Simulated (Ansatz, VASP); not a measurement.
Two plane-wave programs on B

```
B
1.0
     2.65293   -1.66383    0.00000
     2.65293    1.66383    0.00000
     0.00000    0.00000    2.98326
B
4
Direct
  0.51184 0.81481 0.75000
  0.81481 0.51184 0.25000
  0.18519 0.48816 0.75000
  0.48816 0.18519 0.25000
```

Change from the starting cell: the structure that the rattled F type (C2/c, No. 15) fell into.

Alike in both runs: functional PBE; k mesh 16 × 16 × 16; occupations gaussian, width 0.1 eV; no spin polarisation.

Ansatz relaxed the structure, and its values are those at the end. VASP's run is a single point on that final structure, the one shown.

|  | VASP | Ansatz |
| --- | --- | --- |
| version | VASP 6.6.1 | Ansatz 0.2.0 |
| potentials or method | VASP PAW PBE potentials, release 64 (B), cutoff 520 eV | scalar-relativistic, plane waves, PAW |
| valence electrons in the cell | 12 | 12 |

VASP gave:

- gap on the k mesh at the Fermi level (eV): none
- pressure (GPa): 0.0
- rms of the force components (eV/Å): 0.004

Q: Which values does Ansatz return?

A: gap on the k mesh at the Fermi level (eV): none; pressure (GPa): 0.0; rms of the force components (eV/Å): 0.001.

A gap of «none» marks a metal or a gap that the smearing closes.
